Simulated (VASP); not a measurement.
Wanted: the native input for a VASP 6.6.1 run.

```
Task                   : single point
Functional             : r2SCAN
Potentials or basis    : VASP PAW PBE potentials, release 64 (Ca_sv, Se)
Cutoff                 : 520 eV
k mesh                 : 8 × 8 × 8
Occupations            : gaussian, width 0.01 eV
Spin                   : no spin polarisation
Dipole correction      : no
Further INCAR settings : ALGO = Normal; EDIFF = 1e-06; NBANDS = 15
```

The system is CaSe.

```
Ca Se
1.0
     0.00000    2.96753    2.96753
     2.96753    0.00000    2.96753
     2.96753    2.96753    0.00000
Ca Se
1 1
Direct
  0.00000 0.00000 0.00000
  0.50000 0.50000 0.50000
```

The input as run:

POSCAR

```
CaSe
1.0
    0.0000000000      2.9675306064      2.9675306064
    2.9675306064      0.0000000000      2.9675306064
    2.9675306064      2.9675306064      0.0000000000
Ca Se
1 1
Direct
    0.0000000000      0.0000000000      0.0000000000
    0.5000000000      0.5000000000      0.5000000000
```

INCAR.step1

```
PREC = Accurate
ENCUT = 520
ISMEAR = 0
SIGMA = 0.01
LREAL = False
LASPH = True
NELM = 60
NBANDS = 15
GGA = PE
ALGO = Normal
EDIFF = 1E-4
LWAVE = True
LCHARG = False
```

INCAR.step2

```
PREC = Accurate
ENCUT = 520
EDIFF = 1E-6
ISMEAR = 0
SIGMA = 0.01
LREAL = False
LASPH = True
NELM = 60
ALGO = Normal
ISIF = 2
LWAVE = False
LCHARG = False
METAGGA = R2SCAN
LMIXTAU = True
NBANDS = 15
ISTART = 1
```

KPOINTS

```
regular mesh
0
Gamma
  8 8 8
```

Potentials or basis: VASP PAW PBE potentials, release 64 (Ca_sv, Se).

The run is started by

```bash
$ cat potpaw_PBE.64/Ca_sv/POTCAR potpaw_PBE.64/Se/POTCAR > POTCAR
$ cp INCAR.step1 INCAR
$ mpirun -np 1 vasp_std > vasp.out
$ cp INCAR.step2 INCAR
$ mpirun -np 1 vasp_std > vasp.out
```

It gave:

The pressure is 0.2 GPa and the band gap on the k mesh is 2.52 eV, indirect (least direct gap 3.46 eV).

Caveat: the PAW data sets were made with another functional, which shifts forces and pressure a little.

It took 3.8 min on 1 thread of AMD EPYC 7R13, with other jobs on the host, peak memory 0.16 GiB.
